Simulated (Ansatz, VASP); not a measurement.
**Two plane-wave programs on RuCl2**

```
Ru Cl
1.0
     3.28355    0.00000    0.00000
    -1.64178    2.84364    0.00000
     0.00000    0.00000   13.04163
Ru Cl
2 4
Direct
  0.33333 0.66667 0.25000
  0.66667 0.33333 0.75000
  0.33333 0.66667 0.62100
  0.66667 0.33333 0.12100
  0.33333 0.66667 0.87900
  0.66667 0.33333 0.37900
```

Change from the starting cell: species swapped into the Te2Mo type (P6_3/mmc, No. 194).

Alike in both runs: task single point; functional PBE; k mesh 6 × 6 × 2; occupations gaussian, width 0.1 eV; collinear spin.

|  | VASP | Ansatz |
| --- | --- | --- |
| version | VASP 6.6.1 | Ansatz 0.2.0 |
| potentials or method | VASP PAW PBE potentials, release 64 (Ru_pv, Cl), cutoff 520 eV | scalar-relativistic, plane waves, PAW |
| valence electrons in the cell | 56 | 60 |

```tsv
	VASP	Ansatz	Ansatz less VASP
gap on the k mesh at the Fermi level (eV)	none	none	-
pressure (GPa)	6.0	6.1	+0.13
traceless stress, the component that is largest in VASP (GPa)	-1.60	-1.64	-0.035
rms of the force components (eV/Å)	0.144	0.144	+0.0002
net moment per atom (μB)	1.30	1.30	+0.001
size of the moment on the site where the two differ most (μB)	2.98	2.79	-0.190
```

Site moments also hang on the region over which each program counts them. Atom by atom the forces differ by 0.000 eV/Å (rms over components). A gap of «none» marks a metal or a gap that the smearing closes. VASP's potentials hold 56 valence electrons a cell and Ansatz's 60, so a difference there can come from the potentials and not from the codes.

The k mesh is coarse, so the values compare programs but aren't converged.
